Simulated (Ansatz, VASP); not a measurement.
This is a calculation of HfO2 for VASP 6.6.1.

Contents of INCAR:

```
PREC = Accurate
ENCUT = 600
EDIFF = 1E-6
ISMEAR = -1
SIGMA = 0.05
LREAL = F
LASPH = T
NELM = 60
ALGO = Normal
ISIF = 3
LWAVE = F
LCHARG = F
GGA = PS
IVDW = 12
IBRION = 2
NSW = 60
EDIFFG = -0.01
```

KPOINTS

```
regular mesh
0
Gamma
  9 9 9
```

Contents of POSCAR:

```
HfO2
1.0
    0.0000000000      2.5575000000      2.5575000000
    2.5575000000      0.0000000000      2.5575000000
    2.5575000000      2.5575000000      0.0000000000
Hf O
1 2
Direct
    0.0000000000      0.0000000000      0.0000000000
    0.7500000000      0.7500000000      0.7500000000
    0.2500000000      0.2500000000      0.2500000000
```

Potentials or basis: VASP PAW PBE potentials, release 64 (Hf_pv, O).

The run is started by

```console
$ cat potpaw_PBE.64/Hf_pv/POTCAR potpaw_PBE.64/O/POTCAR > POTCAR
$ mpirun -np 1 vasp_std > vasp.out
```

Question: Translate it to Ansatz 0.2.0. Potentials there: Ansatz PAW.

Answer: As run (the cutoff follows the program's own potentials):

Contents of input.yaml:

```yaml
crystal:
  lattice:
    - [0.0, 2.5575, 2.5575]
    - [2.5575, 0.0, 2.5575]
    - [2.5575, 2.5575, 0.0]
  atoms:
    - { symbol: Hf, position: [0.0, 0.0, 0.0] }
    - { symbol: O, position: [0.75, 0.75, 0.75] }
    - { symbol: O, position: [0.25, 0.25, 0.25] }
hamiltonian:
  xc: pbesol
  pseudopotentials: { kind: paw }
  dispersion: d3bj
kpoints:
  mp_grid: { grid: [9, 9, 9] }
scf:
  occupations: { method: fermi_dirac, width: 0.05 }
output:
  forces: true
  stress: true
relax:
  f_tol: 0.01
  max_steps: 40
  cell: { stress_tol: 0.05 }
```

Potentials or basis: Ansatz PAW.

Run with:

```bash
$ ansatz run input.yaml --threads 2 --pin off --max-ram 5632MiB --backend cpu --events-out ev --progress --plain --runs-dir out
```

Both were run:

|  | VASP | Ansatz | Ansatz less VASP |
| --- | --- | --- | --- |
| relaxed volume (Å³/atom) | 10.40 | 10.55 | +0.156 |
| relaxed length of the cell vector where the two differ most in proportion (Å) | 3.533 | 3.551 | +0.0176 |

VASP's potentials were made for PBE, not for PBEsol. VASP's potentials hold 22 valence electrons a cell and Ansatz's 38, so a difference there can come from the potentials and not from the codes.

Spin-orbit coupling is off throughout. Noted on Ansatz's run: odd divisions of the mesh miss points on the zone boundary, where band edges often lie, so the gap on the mesh can be too wide; the plane-wave basis is chosen anew once the cell has moved, so the energies of steps on either side of that aren't comparable.
